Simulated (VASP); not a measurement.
# Os (Im-3m) in VASP: notebook, part 2 of 2

VASP 6.6.1. Earlier steps stand in the parts before.

## Step 3: Relaxation of cell and atoms, PBE, target pressure 20 GPa, at which the enthalpy is minimised

The input, INCAR:

```
SYSTEM = Os
  ALGO = Normal
  EDIFF = 1E-7
  EDIFFG = -0.01
  ENCUT = 600
  GGA = PE
  IBRION = 2
  ISIF = 3
  ISMEAR = -1
  LASPH = .True.
  LCHARG = .False.
  LREAL = .False.
  LWAVE = .False.
  NELM = 100
  NSW = 80
  PREC = Accurate
  PSTRESS = 200.0
  SIGMA = 0.1
```

The input, KPOINTS:

```
k-points
0
Gamma
  19 19 19
  0 0 0
```

The input, POSCAR:

```
Os
1.0
    1.5200000000      1.5200000000      1.5200000000
   -1.5200000000      1.5200000000      1.5200000000
   -1.5200000000     -1.5200000000      1.5200000000
Os
1
Direct
    0.0000000000      0.0000000000      0.0000000000
```

Potentials or basis: VASP PAW PBE potentials, release 64 (Os).

Command:

```bash
$ cat potpaw_PBE.64/Os/POTCAR > POTCAR
$ mpirun -np 1 vasp_std > vasp.out
```

It took 80 s on 1 thread of AMD EPYC 7R43 (Zen 3), shared host; peak memory 0.13 GiB.

Results (log left out):

* Free energy: -10.3414 eV
* Relaxed volume: 14.08 Å³/atom
* Relaxed cell: a = 2.635 Å, b = 2.635 Å, c = 2.635 Å, α = 70.53°, β = 109.47°, γ = 70.53°
* Space group after relaxing (to 0.05 Å): Im-3m (No. 229)
* Energy change on relaxing (the enthalpy is what falls): -4.2 meV/atom
* Ionic steps: 3
* Pressure after relaxing: 20.0 GPa
* Band gap on the k mesh: zero (band 4 reaches 12.00 eV, above the bottom of band 5 at 7.26 eV)

The path:
| step | energy change (eV) | largest force (eV/Å) | pressure (GPa) | volume (Å³) |
| --- | --- | --- | --- | --- |
| 1 | 0.0000 | 0.0000 | 21.08 | 14.05 |
| 2 | -0.0218 | 0.0000 | 15.02 | 14.24 |
| 3 | -0.0042 | 0.0000 | 20.02 | 14.08 |

Final structure:
```
CELL_PARAMETERS angstrom
1.52119 1.52119 1.52119
-1.52119 1.52119 1.52119
-1.52119 -1.52119 1.52119
ATOMIC_POSITIONS crystal
Os 0.00000 0.00000 0.00000
```

Levels at points of the mesh, in eV from the Fermi level:
```
           k point  band 1  band 2  band 3  band 4  band 5  band 6  band 7  band 8
(0.00, 0.00, 0.00)  -11.20   -3.51   -3.51   -3.51   -0.10   -0.10   16.21   16.21
```

Caveat: the cell is relaxed towards a set pressure, so the enthalpy falls and the energy may rise; spin-orbit coupling is left out, which moves the levels of the heavy elements.

## Step 4: Relaxation of cell and atoms, PBE, target pressure 30 GPa, at which the enthalpy is minimised

The input, INCAR:

```
PREC = Accurate
ENCUT = 600
EDIFF = 1E-6
ISMEAR = -1
SIGMA = 0.1
LREAL = False
LASPH = True
NELM = 100
ALGO = Normal
ISIF = 3
LWAVE = False
LCHARG = False
GGA = PE
IBRION = 2
NSW = 80
EDIFFG = -0.01
PSTRESS = 300.0
```

The input, KPOINTS:

```
regular mesh
0
Gamma
  19 19 19
```

POSCAR is that of step 3.

Potentials or basis: VASP PAW PBE potentials, release 64 (Os).

Command:

```bash
$ cat potpaw_PBE.64/Os/POTCAR > POTCAR
$ mpirun -np 1 vasp_std > vasp.out
```

OUTCAR:

```text
PREC = Accurate
   ENCUT = 600
   EDIFF = 1E-6
   ISMEAR = -1
   LREAL = False
   LASPH = True
   NELM = 100
   ISIF = 3
   GGA = PE
   IBRION = 2
   NSW = 80
   EDIFFG = -0.01
   PSTRESS = 300.0

 ion  position               nearest neighbor table
   1  0.000  0.000  0.000-

  LATTYP: Found a body centered cubic cell.
 ALAT       =     3.0400000000

  Lattice vectors:

 A1 = (   1.5200000000,  -1.5200000000,  -1.5200000000)
 A2 = (   1.5200000000,   1.5200000000,   1.5200000000)
 A3 = (  -1.5200000000,  -1.5200000000,   1.5200000000)

Analysis of symmetry for initial positions (statically):
=====================================================================
 Subroutine PRICEL returns:
 Original cell was already a primitive cell.

 Routine SETGRP: Setting up the symmetry group for a
 body centered cubic supercell.

 Subroutine GETGRP returns: Found 48 space group operations
 (whereof 48 operations were pure point group operations)
 out of a pool of 48 trial point group operations.

The static configuration has the point symmetry O_h .

Analysis of symmetry for dynamics (positions and initial velocities):
=====================================================================
 Subroutine PRICEL returns:
 Original cell was already a primitive cell.

 Routine SETGRP: Setting up the symmetry group for a
[... 136 lines left out ...]
 non-spin polarized calculation
  energy-cutoff  :      600.00
  volume of cell :       14.05
 maximum number of plane-waves:       479
 NGX is ok and might be reduce to    24
   NGX = 11   NGY = 11   NGZ = 11

--------------------------------------- Ionic step        1  -------------------------------------------

 number of electron       8.0000000 magnetization

 Free energy of the ion-electron system (eV)
  ---------------------------------------------------
  ext. energy  EPLUGINS =         0.00000000
  ---------------------------------------------------
  free energy    TOTEN  =       -10.33716057 eV

  energy without entropy =      -10.29015986  energy(sigma->0) =      -10.31366021

 E-fermi :   9.7269     XC(G=0): -14.0196

 val. band max:        9.7036672776   @ k =   0.1579  -0.4211   0.0526
 cond. band min:       9.7290100942   @ k =   0.1579   0.4737   0.1053
 fundamental gap:      0.0253428165
 Fermi energy:         9.7268510124

 k-point     1 :       0.0000    0.0000    0.0000
  band No.  band energies     occupation
      1      -1.4986      2.00000
      2       6.2066      2.00000
      3       6.2066      2.00000
      4       6.2066      2.00000
      5       9.6247      1.47038
      6       9.6247      1.47037
      7      25.9404      0.00000
      8      25.9404      0.00000
[... 363 lines left out ...]
--------------------------------------- Ionic step        4  -------------------------------------------

 number of electron       8.0000000 magnetization

 Free energy of the ion-electron system (eV)
  ---------------------------------------------------
  ext. energy  EPLUGINS =         0.00000000
  ---------------------------------------------------
  free energy    TOTEN  =       -10.29603531 eV

  energy without entropy =      -10.25038539  energy(sigma->0) =      -10.27321035

 E-fermi :  10.0202     XC(G=0): -14.1275

 val. band max:        9.9985396203   @ k =   0.1579  -0.4211   0.0526
 cond. band min:      10.0221102876   @ k =   0.1579   0.4737   0.1053
 fundamental gap:      0.0235706674
 Fermi energy:        10.0201950177

 k-point     1 :       0.0000    0.0000    0.0000
  band No.  band energies     occupation
      1      -1.3854      2.00000
      2       6.4049      2.00000
      3       6.4049      2.00000
      4       6.4049      2.00000
      5       9.9087      1.50616
      6       9.9087      1.50616
      7      26.2417      0.00000
      8      26.2417      0.00000
[... 285 lines left out ...]
  energy  without entropy=      -10.2503853937  energy(sigma->0) =      -10.27321035

  enthalpy is  TOTEN    =        -7.7142928703 eV   P V=        2.5817424396

 reached required accuracy - stopping structural energy minimisation
```

CONTCAR:

```text
Os
   1.00000000000000
     1.5105928221874141    1.5105928221874141    1.5105928221874141
    -1.5105928221874141    1.5105928221874141    1.5105928221874141
    -1.5105928221874141   -1.5105928221874141    1.5105928221874141
  Os
     1
Direct
     0.0000000000000000    1.0000000000000000    0.0000000000000000

  0.00000000E+00  0.00000000E+00  0.00000000E+00
```

It took 1.9 min on 1 thread of AMD EPYC 7R43 (Zen 3), shared host; peak memory 0.14 GiB.

What came out:

```yaml
Free_energy: -10.2960 eV
Relaxed_volume: 13.79 Å³/atom
Relaxed_cell: a = 2.616 Å, b = 2.616 Å, c = 2.616 Å, α = 70.53°, β = 109.47°, γ = 70.53°
Space_group_after_relaxing_to_0.05_Å: Im-3m (No. 229)
Energy_change_on_relaxing_the_enthalpy_is_what_falls: +41.1 meV/atom
Ionic_steps: 4
Pressure_after_relaxing: 30.0 GPa
Band_gap_on_the_k_mesh: zero (band 4 reaches 12.41 eV, above the bottom of band 5 at 7.51 eV)
```

Step by step:
```tsv
step	energy change (eV)	largest force (eV/Å)	pressure (GPa)	volume (Å³)
1	0.0000	0.0000	21.09	14.05
2	0.4948	0.0000	89.52	12.52
3	0.0392	0.0000	29.56	13.80
4	0.0411	0.0000	29.96	13.79
```

Final structure:
```cif
data_structure
_symmetry_space_group_name_H-M 'P 1'
_symmetry_Int_Tables_number 1
_cell_length_a 2.6164
_cell_length_b 2.6164
_cell_length_c 2.6164
_cell_angle_alpha 70.529
_cell_angle_beta 109.471
_cell_angle_gamma 70.529
_cell_volume 13.79
loop_
_atom_site_label
_atom_site_type_symbol
_atom_site_fract_x
_atom_site_fract_y
_atom_site_fract_z
_atom_site_occupancy
Os1 Os 0.00000 0.00000 0.00000 1
```

Caveat: the cell is relaxed towards a set pressure, so the enthalpy falls and the energy may rise; spin-orbit coupling is left out, which moves the levels of the heavy elements.

## Step 5: The runs side by side

| cell | gap on the mesh (eV) | pressure (GPa) |
| --- | --- | --- |
| relaxed to 10 GPa | none | 10.0 |
| relaxed to 20 GPa | none | 20.0 |
| relaxed to 30 GPa | none | 30.0 |

Alike in all rows: task relaxation of cell and atoms; level PBE; potentials or basis VASP PAW PBE potentials, release 64 (Os); no spin polarisation; k mesh 19 × 19 × 19; cutoff (eV) 600; smearing fermi-dirac 0.1 eV.

Caveats: the cell is relaxed towards a set pressure, so the enthalpy falls and the energy may rise; spin-orbit coupling is left out, which moves the levels of the heavy elements.

Total energies depend on the potentials used, so only differences within one code and one set of settings carry meaning.
